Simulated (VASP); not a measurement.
Runs of VASP 6.6.1 on BN. The structure is that of space group P6_3mc (No. 186), or close to it. The cells are those of the table. 

```csv
task,level,cell,k mesh,smearing,gap on the mesh (eV),pressure (GPa),largest force (eV/Å)
single point,PBE,"a = 2.544, b = 2.544, c = 4.208 Å, angles 90.0, 90.0, 120.0°, 4 atoms",12 × 12 × 6,fermi-dirac 0.02 eV,(b),4.9,0.01
dielectric tensor,r2SCAN,"a = 2.569, b = 2.569, c = 4.250 Å, angles 90.0, 90.0, 120.0°, 4 atoms",9 × 9 × 6,gaussian 0.01 eV,5.77,-,-
single point,PBE,"a = 2.493, b = 2.493, c = 4.124 Å, angles 90.0, 90.0, 120.0°, 4 atoms",6 × 6 × 4,gaussian 0.01 eV,5.05,31.4,-
single point,PBE,"a = 2.519, b = 2.519, c = 4.166 Å, angles 90.0, 90.0, 120.0°, 4 atoms",6 × 6 × 4,gaussian 0.01 eV,5.12,17.4,-
single point,PBE,"a = 2.442, b = 2.442, c = 4.040 Å, angles 90.0, 90.0, 120.0°, 4 atoms",6 × 6 × 4,gaussian 0.01 eV,4.90,64.8,-
single point,PBE,"a = 2.468, b = 2.468, c = 4.082 Å, angles 90.0, 90.0, 120.0°, 4 atoms",12 × 12 × 6,fermi-dirac 0.02 eV,(a),47.1,0.01
dielectric tensor,r2SCAN,"a = 2.595, b = 2.595, c = 4.292 Å, angles 90.0, 90.0, 120.0°, 4 atoms",9 × 9 × 6,gaussian 0.01 eV,5.82,-,-
single point,PBE,"a = 2.493, b = 2.493, c = 4.124 Å, angles 90.0, 90.0, 120.0°, 4 atoms",12 × 12 × 6,fermi-dirac 0.02 eV,5.05,31.4,0.01
```

Alike in all rows: potentials or basis VASP PAW PBE potentials, release 64 (B, N); no spin polarisation; cutoff (eV) 520.

Fill in the values left out.

(a) 4.98; (b) 5.19.

Caveats: some runs use coarse meshes; the PAW data sets were made with another functional, which shifts forces and pressure a little (some runs).

A k mesh can miss the band edges.
